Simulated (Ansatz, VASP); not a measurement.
**One calculation of SnF, two programs**

Contents of INCAR:

```
PREC = Accurate
ENCUT = 600
EDIFF = 1E-7
ISMEAR = 0
SIGMA = 0.1
LREAL = F
LASPH = T
NELM = 120
ALGO = Normal
ISIF = 3
LWAVE = F
LCHARG = F
GGA = PE
IBRION = 2
NSW = 90
EDIFFG = -0.04
GGA_COMPAT = F
NELMIN = 4
```

File KPOINTS:

```
regular mesh
0
Gamma
  6 6 4
```

Contents of POSCAR:

```
SnF
1.0
    3.1095616500      0.0000000000      0.0000000000
    0.0000000000      3.1095616500      0.0000000000
    0.0000000000      0.0000000000      4.1393565400
Sn F
1 1
Direct
    0.0000000000      0.0000000000      0.0000000000
    0.0000000000      0.0000000000      0.5000000000
```

Input for Ansatz:

```yaml
crystal:
  lattice:
    - [3.10956165, 0.0, 0.0]
    - [0.0, 3.10956165, 0.0]
    - [0.0, 0.0, 4.13935654]
  atoms:
    - { symbol: Sn, position: [0.0, 0.0, 0.0] }
    - { symbol: F, position: [0.0, 0.0, 0.5] }
basis:
  ecutwfc: 420
kpoints:
  mp_grid: { grid: [6, 6, 4] }
hamiltonian:
  xc: pbe
scf:
  occupations: { method: gaussian, width: 0.1 }
  lower_state_search: "off"
output:
  forces: true
  stress: true
  eigenvalues: true
relax:
  adjacent_minimum: "off"
  f_tol: 0.04
  max_steps: 70
  cell: { stress_tol: 0.4 }
```

Alike in both runs: task relaxation of cell and atoms; functional PBE; k mesh 6 × 6 × 4; occupations gaussian, width 0.1 eV; no spin polarisation.

|  | VASP | Ansatz |
| --- | --- | --- |
| version | VASP 6.6.1 | Ansatz 0.2.0 |
| potentials or method | VASP PAW PBE potentials, release 64 (Sn_d, F), cutoff 600 eV | scalar-relativistic, plane waves, PAW |
| valence electrons in the cell | 21 | 21 |

|  | VASP | Ansatz | Ansatz less VASP |
| --- | --- | --- | --- |
| gap on the k mesh at the Fermi level, each at its own relaxed structure (eV) | none | none | - |
| relaxed volume (Å³/atom) | 21.68 | 21.83 | +0.149 |
| relaxed length of the cell vector where the two differ most in proportion (Å) | 3.122 | 3.134 | +0.0121 |

A gap of «none» marks a metal or a gap that the smearing closes.

The k mesh is coarse, so the values compare programs but aren't converged.
